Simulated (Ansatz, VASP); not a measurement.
# AlN in VASP and in Ansatz

```
CELL_PARAMETERS angstrom
4.37714 0.00000 0.00000
0.00000 -4.37714 0.00000
0.00000 0.00000 -4.37714
ATOMIC_POSITIONS crystal
Al 0.91858 0.97121 0.91858
Al 0.50000 0.50000 0.00000
Al 0.50000 0.00000 0.50000
Al 0.00000 0.50000 0.50000
N 0.75000 0.75000 0.75000
N 0.25000 0.25000 0.75000
N 0.25000 0.75000 0.25000
N 0.75000 0.25000 0.25000
```

Alike in both runs: task single point; functional PBEsol; k mesh 6 × 6 × 6; occupations gaussian, width 0.05 eV; no spin polarisation.

|  | VASP | Ansatz |
| --- | --- | --- |
| version | VASP 6.6.1 | Ansatz 0.2.0 |
| potentials or method | VASP PAW PBE potentials, release 64 (Al, N), cutoff 520 eV | scalar-relativistic, plane waves, PAW |
| valence electrons in the cell | 32 | 32 |

|  | VASP | Ansatz | Ansatz less VASP |
| --- | --- | --- | --- |
| gap on the k mesh at the Fermi level (eV) | 1.25 | 1.26 | +0.005 |
| least direct gap on the mesh (eV) | 1.35 | 1.35 | +0.005 |
| pressure (GPa) | 15.2 | 15.0 | -0.18 |
| traceless stress, the component that is largest in VASP (GPa) | -17.70 | -17.52 | +0.189 |
| rms of the force components (eV/Å) | 6.555 | 6.509 | -0.0454 |

VASP's potentials were made for PBE, not for PBEsol, and Ansatz warns of the same on its side. Atom by atom the forces differ by 0.047 eV/Å (rms over components).
